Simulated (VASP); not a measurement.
# Zr (Im-3m) in VASP: notebook

The runs below take Zr through single point, relaxation of cell and atoms, with PBEsol.

All numbers are computed with VASP 6.6.1; they aren't measurements. Logs are shortened: lines on timing, memory, paths and dates and some standing lists are left out, and cuts for length are marked.

### 1 The cell of the first run

The structure is cubic, space group Im-3m (No. 229). Conventional cell: a = 3.520 Å, b = 3.520 Å, c = 3.520 Å, α = 90.00°, β = 90.00°, γ = 90.00°. Within 4.0 Å of Zr (site symmetry m-3m) lie 14 Zr at 3.05 to 3.52 Å.

This isn't the form of Zr at room conditions, which is hcp.

### 2 Single point, PBEsol

The input, INCAR:

```
SYSTEM = Zr
PREC = Accurate
ENCUT = 520
EDIFF = 1E-7
ISMEAR = -1
SIGMA = 0.05
LREAL = .FALSE.
LASPH = .TRUE.
NELM = 60
ALGO = Normal
ISIF = 2
LWAVE = .FALSE.
LCHARG = .FALSE.
GGA = PS
NBANDS = 12
```

The input, KPOINTS:

```
regular mesh
0
G
  17 17 17
  0 0 0
```

The input, POSCAR:

```
Zr
1.0
   -1.7599458183      1.7599458183      1.7599458183
    1.7599458183     -1.7599458183      1.7599458183
    1.7599458183      1.7599458183     -1.7599458183
Zr
1
Direct
    0.0000000000      0.0000000000      0.0000000000
```

Potentials or basis: VASP PAW PBE potentials, release 64 (Zr_sv).

The run is started by

```bash
cat potpaw_PBE.64/Zr_sv/POTCAR > POTCAR
mpirun -np 1 vasp_std > vasp.out
```

OUTCAR:

```text
SYSTEM = Zr
   PREC = Accurate
   ENCUT = 520
   EDIFF = 1E-7
   ISMEAR = -1
   LREAL = .FALSE.
   LASPH = .TRUE.
   NELM = 60
   ISIF = 2
   GGA = PS

 ion  position               nearest neighbor table
   1  0.000  0.000  0.000-

  LATTYP: Found a body centered cubic cell.
 ALAT       =     3.5198916366

  Lattice vectors:

 A1 = (  -1.7599458183,   1.7599458183,   1.7599458183)
 A2 = (   1.7599458183,  -1.7599458183,   1.7599458183)
 A3 = (   1.7599458183,   1.7599458183,  -1.7599458183)

Analysis of symmetry for initial positions (statically):
=====================================================================
 Subroutine PRICEL returns:
 Original cell was already a primitive cell.

 Routine SETGRP: Setting up the symmetry group for a
 body centered cubic supercell.

 Subroutine GETGRP returns: Found 48 space group operations
 (whereof 48 operations were pure point group operations)
 out of a pool of 48 trial point group operations.

The static configuration has the point symmetry O_h .

Analysis of symmetry for dynamics (positions and initial velocities):
=====================================================================
 Subroutine PRICEL returns:
 Original cell was already a primitive cell.

 Routine SETGRP: Setting up the symmetry group for a
 body centered cubic supercell.

 Subroutine GETGRP returns: Found 48 space group operations
 (whereof 48 operations were pure point group operations)
 out of a pool of 48 trial point group operations.

The dynamic configuration has the point symmetry O_h .

 Subroutine INISYM returns: Found 48 space group operations
 (whereof 48 operations are pure point group operations),
 and found     1 'primitive' translations

----------------------------------------------------------------------------------------

                                     Primitive cell

  volume of cell :      21.8051

  direct lattice vectors                    reciprocal lattice vectors
    -1.759945818  1.759945818  1.759945818     0.000000000  0.284099655  0.284099655
     1.759945818 -1.759945818  1.759945818     0.284099655  0.000000000  0.284099655
     1.759945818  1.759945818 -1.759945818     0.284099655  0.284099655  0.000000000

  length of vectors
     3.048315576  3.048315576  3.048315576     0.401777585  0.401777585  0.401777585

[... 77 lines left out ...]
   NELM   =     60;   NELMIN=  2; NELMDL= -5     # of ELM steps
   EDIFF  = 0.1E-06   stopping-criterion for ELM
   LREAL  =      F    real-space projection
   EDIFFG = 0.1E-05   stopping-criterion for IOM
   NSW    =      0    number of steps for IOM
   IBRION =     -1    ionic relax: 0-MD 1-quasi-New 2-CG
   NFREE  =      0    steps in history (QN), initial steepest desc. (CG)
   ISIF   =      2    stress and relaxation
   ISYM   =      2    0-nonsym 1-usesym 2-fastsym
   POTIM  = 0.5000    time-step for ionic-motion
   TEBEG  =    0.0;   TEEND  =   0.0 temperature during run
   PSTRESS=    0.0 pullay stress
   NELECT =      12.0000    total number of electrons
   NUPDOWN=      -1.0000    fix difference up-down
   EMIN   =  10.00;   EMAX   =-10.00  energy-range for DOS
   EFERMI =   0.00;   METHOD = LEGACY
   ISMEAR =    -1;   SIGMA  =   0.05  broadening in eV -4-tet -1-fermi 0-gaus
   EFERMI_NEDOS =   21; number of points for ismear=-14 and -15
   IALGO  =     38    algorithm
   IMIX   =      4    mixing-type and parameters
     AMIX     =   0.40;   BMIX     =  1.00
     AMIX_MAG =   1.60;   BMIX_MAG =  1.00
  volume/ion in A,a.u.               =      21.81       147.15
  Fermi-wavevector in a.u.,A,eV,Ry     =   1.341578  2.535215 24.488197  1.799832
  Thomas-Fermi vector in A             =   2.469800
   LORBIT       =      0    0 simple, 1 ext, 2 COOP (PROOUT), +10 PAW based schemes
   GGA     = PS    functional components
   LHFCALC =     F    Hartree Fock is set to
   AEXX    =    0.0000 exact exchange contribution
   IVDW    =     0    specifies the selected vdW correction
   LEPSILON=     F    determine dielectric tensor
   LRPA    =     F    only Hartree local field effects (RPA)
 non-spin polarized calculation
  energy-cutoff  :      520.00
  volume of cell :       21.81
 maximum number of plane-waves:       603
   NGX = 11   NGY = 11   NGZ = 11

 number of electron      12.0000000 magnetization

 Free energy of the ion-electron system (eV)
  ---------------------------------------------------
  ext. energy  EPLUGINS =         0.00000000
  ---------------------------------------------------
  free energy    TOTEN  =        -9.02332601 eV

  energy without entropy =       -9.01050185  energy(sigma->0) =       -9.01691393

 E-fermi :   9.3168     XC(G=0): -11.4998

 val. band max:        9.3048108365   @ k =   0.2941   0.2941   0.0000
 cond. band min:       9.3259163719   @ k =  -0.3529  -0.4706   0.1176
 fundamental gap:      0.0211055354
 Fermi energy:         9.3167867304

 k-point     1 :       0.0000    0.0000    0.0000
  band No.  band energies     occupation
      1     -38.9461      2.00000
      2     -16.3747      2.00000
      3     -16.3747      2.00000
      4     -16.3747      2.00000
      5       3.8359      2.00000
      6      10.4660      0.00000
      7      10.4660      0.00000
      8      10.4660      0.00000
      9      13.1342      0.00000
     10      13.1342      0.00000
     11      21.9237      0.00000
     12      21.9237      0.00000
[... 331 lines left out ...]
 k-point    24 :       0.1765    0.1765    0.0000
  band No.  band energies     occupation
      1     -38.8115      2.00000
      2     -17.1463      2.00000
      3     -16.6286      2.00000
      4     -16.4550      2.00000
      5       6.4217      2.00000
      6       9.0670      1.98656
      7       9.3439      0.73562
      8      12.3273      0.00000
      9      13.7092      0.00000
     10      13.8542      0.00000
     11      22.2015      0.00000
     12      23.4511      0.00000

 [... further k-points ...]
[... 5 lines left out ...]
  --------------------------------------------------------------------------------------
  -------------------------------------------------------------------------------------
  Total        0.0116135      0.0116135      0.0116135     -0.0000000      0.0000000      0.0000000
  in kB        0.8533301      0.8533301      0.8533301     -0.0000000      0.0000000      0.0000000
  external PRESSURE =       0.8533301 kB  Pullay stress =       0.0000000 kB

 VOLUME and BASIS-vectors are now :
 -----------------------------------------------------------------------------
  energy-cutoff  :      520.00
  volume of cell :       21.81
      direct lattice vectors                 reciprocal lattice vectors
    -1.759945818  1.759945818  1.759945818     0.000000000  0.284099655  0.284099655
     1.759945818 -1.759945818  1.759945818     0.284099655  0.000000000  0.284099655
     1.759945818  1.759945818 -1.759945818     0.284099655  0.284099655  0.000000000

 POSITION                                       TOTAL-FORCE (eV/Angst)
 -----------------------------------------------------------------------------------
      0.00000      0.00000      0.00000        -0.000000      0.000000      0.000000
 -----------------------------------------------------------------------------------
    total drift:                                0.000000      0.000000      0.000000

  FREE ENERGIE OF THE ION-ELECTRON SYSTEM (eV)
  ---------------------------------------------------
  free  energy   TOTEN  =        -9.0233260140 eV

  energy  without entropy=       -9.0105018493  energy(sigma->0) =       -9.01691393
```

stdout:

```text
POSCAR found type information on POSCAR Zr
 POSCAR found :  1 types and       1 ions
 scaLAPACK will be used
 -----------------------------------------------------------------------------
|                                                                             |
|                                                                             |
|     You enforced a specific xc type in the INCAR file but a different       |
|     I HOPE YOU KNOW WHAT YOU ARE DOING!                                     |
|                                                                             |
 -----------------------------------------------------------------------------

 LDA part: xc-table for (Slater+PW92), standard interpolation
 POSCAR, INCAR and KPOINTS ok, starting setup
 FFT: planning ... GRIDC
 FFT: planning ... GRID_SOFT
 FFT: planning ... GRID
 WAVECAR not read
 entering main loop
```

Run time: 28 s. Hardware: 1 thread of Intel Xeon Platinum 8488C (Sapphire Rapids), shared host; peak memory 0.16 GiB.

Results:

```
Free energy            : -9.0233 eV
Pressure               : 0.1 GPa
Band gap on the k mesh : zero (bands 6 and 7 overlap by 1.93 eV)
```

Caveat: the PAW data sets were made with another functional, which shifts forces and pressure a little.

### 3 Relaxation of cell and atoms, PBEsol

This run uses another cell than the first one, of 22.47 Å³/atom.

The input, INCAR:

```
SYSTEM = Zr
ALGO = Normal
EDIFF = 1E-6
EDIFFG = -0.005
ENCUT = 600
GGA = PS
IBRION = 2
ISIF = 3
ISMEAR = -1
LASPH = .TRUE.
LCHARG = .FALSE.
LREAL = .FALSE.
LWAVE = .FALSE.
NELM = 60
NSW = 60
PREC = Accurate
SIGMA = 0.05
```

The input, KPOINTS:

```
k-points
0
G
  17 17 17
  0 0 0
```

The input, POSCAR:

```
Zr
1.0
   -1.7775767640      1.7775767640      1.7775767640
    1.7775767640     -1.7775767640      1.7775767640
    1.7775767640      1.7775767640     -1.7775767640
Zr
1
Direct
    0.0000000000      0.0000000000      0.0000000000
```

Potentials or basis: VASP PAW PBE potentials, release 64 (Zr_sv).

The run is started by

```bash
cat potpaw_PBE.64/Zr_sv/POTCAR > POTCAR
mpirun -np 1 vasp_std > vasp.out
```

It took 99 s on 1 thread of Intel Xeon Platinum 8488C (Sapphire Rapids), shared host; peak memory 0.19 GiB.

Results (log left out):

* Free energy: -9.0237 eV
* Relaxed volume: 21.83 Å³/atom
* Relaxed cell: a = 3.049 Å, b = 3.049 Å, c = 3.049 Å, α = 109.47°, β = 109.47°, γ = 109.47°
* Space group after relaxing (to 0.1 Å): Im-3m (No. 229)
* Energy gained by relaxing: 5.3 meV/atom
* Ionic steps: 3
* Pressure after relaxing: 0.0 GPa
* Band gap on the k mesh: zero (bands 6 and 7 overlap by 1.92 eV)

Step by step:
| step | energy change (eV) | largest force (eV/Å) | pressure (GPa) | volume (Å³) |
| --- | --- | --- | --- | --- |
| 1 | 0.0000 | 0.0000 | -2.60 | 22.47 |
| 2 | -0.0014 | 0.0000 | 2.41 | 21.30 |
| 3 | -0.0053 | 0.0000 | 0.00 | 21.83 |

Final structure:
```cif
data_structure
_symmetry_space_group_name_H-M 'P 1'
_symmetry_Int_Tables_number 1
_cell_length_a 3.0495
_cell_length_b 3.0495
_cell_length_c 3.0495
_cell_angle_alpha 109.471
_cell_angle_beta 109.471
_cell_angle_gamma 109.471
_cell_volume 21.83
loop_
_atom_site_label
_atom_site_type_symbol
_atom_site_fract_x
_atom_site_fract_y
_atom_site_fract_z
_atom_site_occupancy
Zr1 Zr 0.00000 0.00000 0.00000 1
```

Levels at points of the mesh, in eV from the Fermi level:
```
           k point  band 3  band 4  band 5  band 6  band 7  band 8  band 9  band 10
(0.00, 0.00, 0.00)  -25.70  -25.70   -5.48    1.15    1.15    1.15    3.81     3.81
```

Caveat: the PAW data sets were made with another functional, which shifts forces and pressure a little.

### 4 Single point, PBEsol

This run uses another cell than the first one: it holds 2 atoms, not 1.

The input, INCAR:

```
  PREC = Accurate
  ENCUT = 520
  EDIFF = 1E-7
  ISMEAR = -1
  SIGMA = 0.05
  LREAL = F
  LASPH = T
  NELM = 100
  ALGO = Normal
  ISIF = 2
  LWAVE = F
  LCHARG = T
  GGA = PS
  LELF = T
  LVHAR = T
  NBANDS = 19
```

The input, KPOINTS:

```
Automatic mesh
0
Gamma
  13 13 8
```

The input, POSCAR:

```
Zr
1.0
   -1.7599458183      1.7599458183      1.7599458183
    1.7599458183     -1.7599458183      1.7599458183
    3.5198916366      3.5198916366      0.0000000000
Zr
2
Direct
    0.0000000000      0.0000000000      0.0000000000
    0.5000000000      0.5000000000      0.5000000000
```

Potentials or basis: VASP PAW PBE potentials, release 64 (Zr_sv).

The run is started by

```bash
cat potpaw_PBE.64/Zr_sv/POTCAR > POTCAR
mpirun -np 1 vasp_std > vasp.out
```

OUTCAR:

```text
PREC = Accurate
   ENCUT = 520
   EDIFF = 1E-7
   ISMEAR = -1
   LREAL = F
   LASPH = T
   NELM = 100
   ISIF = 2
   GGA = PS

 ion  position               nearest neighbor table
   1  0.000  0.000  0.000-   2 3.05   2 3.05   2 3.05   2 3.05   2 3.52   2 3.52   2 3.52   2 3.52

   2  0.500  0.500  0.500-   1 3.05   1 3.05   1 3.05   1 3.05   1 3.52   1 3.52   1 3.52   1 3.52

  LATTYP: Found a base centered orthorhombic cell.
 ALAT       =     3.5198916366
 B/A-ratio  =     1.4142135624
 C/A-ratio  =     1.4142135624

  Lattice vectors:
[... 208 lines left out ...]
      4     -16.7521      2.00000
      5     -16.3882      2.00000
      6     -16.3769      2.00000
[... 505 lines left out ...]
      6     -16.7432      2.00000
[... 11 lines left out ...]
     18      13.8986      0.00000
     19      16.2725      0.00000

 [... further k-points ...]
[... 5 lines left out ...]
  --------------------------------------------------------------------------------------
  -------------------------------------------------------------------------------------
  Total        0.0222596      0.0222596      0.0359600     -0.0416725      0.0000000      0.0000000
  in kB        0.8177856      0.8177856      1.3211203     -1.5309887      0.0000000      0.0000000
  external PRESSURE =       0.9855638 kB  Pullay stress =       0.0000000 kB

 VOLUME and BASIS-vectors are now :
 -----------------------------------------------------------------------------
  energy-cutoff  :      520.00
  volume of cell :       43.61
      direct lattice vectors                 reciprocal lattice vectors
    -1.759945818  1.759945818  1.759945818    -0.142049828  0.142049828  0.284099655
     1.759945818 -1.759945818  1.759945818     0.142049828 -0.142049828  0.284099655
     3.519891637  3.519891637  0.000000000     0.142049828  0.142049828  0.000000000

 POSITION                                       TOTAL-FORCE (eV/Angst)
 -----------------------------------------------------------------------------------
      0.00000      0.00000      0.00000         0.000000     -0.000000      0.000000
      1.75995      1.75995      1.75995        -0.000000      0.000000     -0.000000
 -----------------------------------------------------------------------------------
    total drift:                               -0.000000     -0.000000      0.000000

  FREE ENERGIE OF THE ION-ELECTRON SYSTEM (eV)
  ---------------------------------------------------
  free  energy   TOTEN  =       -18.0454268560 eV

  energy  without entropy=      -18.0177689118  energy(sigma->0) =      -18.03159788
```

stdout:

```text
POSCAR found type information on POSCAR Zr
 POSCAR found :  1 types and       2 ions
 scaLAPACK will be used
 -----------------------------------------------------------------------------
|                                                                             |
|                                                                             |
|     You enforced a specific xc type in the INCAR file but a different       |
|     I HOPE YOU KNOW WHAT YOU ARE DOING!                                     |
|                                                                             |
 -----------------------------------------------------------------------------

 LDA part: xc-table for (Slater+PW92), standard interpolation
 POSCAR, INCAR and KPOINTS ok, starting setup
 FFT: planning ... GRIDC
 FFT: planning ... GRID_SOFT
 FFT: planning ... GRID
 WAVECAR not read
 entering main loop
```

Run time: 89 s. Hardware: 1 thread of Intel Xeon Platinum 8488C (Sapphire Rapids), shared host; peak memory 0.28 GiB.

What came out:

| Quantity | Value |
| --- | --- |
| Free energy | -18.0454 eV |
| Pressure | 0.1 GPa |
| Band gap on the k mesh | zero (bands 12 and 13 overlap by 1.82 eV) |

Caveat: the PAW data sets were made with another functional, which shifts forces and pressure a little.

### 5 The runs side by side

| task | cell | k mesh | cutoff (eV) | gap on the mesh (eV) | pressure (GPa) |
| --- | --- | --- | --- | --- | --- |
| single point | a = 3.048 Å, angles 109.5°, 1 atom, atomic positions A | 17 × 17 × 17 | 520 | none | 0.1 |
| relaxation of cell and atoms | relaxed from a = 3.079 Å, angles 109.5°, 1 atom, atomic positions A | 17 × 17 × 17 | 600 | none | 0.0 |
| single point | a = 3.048, b = 3.048, c = 4.978 Å, angles 90.0, 90.0, 109.5°, 2 atoms, atomic positions B | 13 × 13 × 8 | 520 | none | 0.1 |

Alike in all rows: level PBEsol; potentials or basis VASP PAW PBE potentials, release 64 (Zr_sv); no spin polarisation; smearing fermi-dirac 0.05 eV.

Caveats: the PAW data sets were made with another functional, which shifts forces and pressure a little.

Total energies depend on the potentials used, so only differences within one code and one set of settings carry meaning.
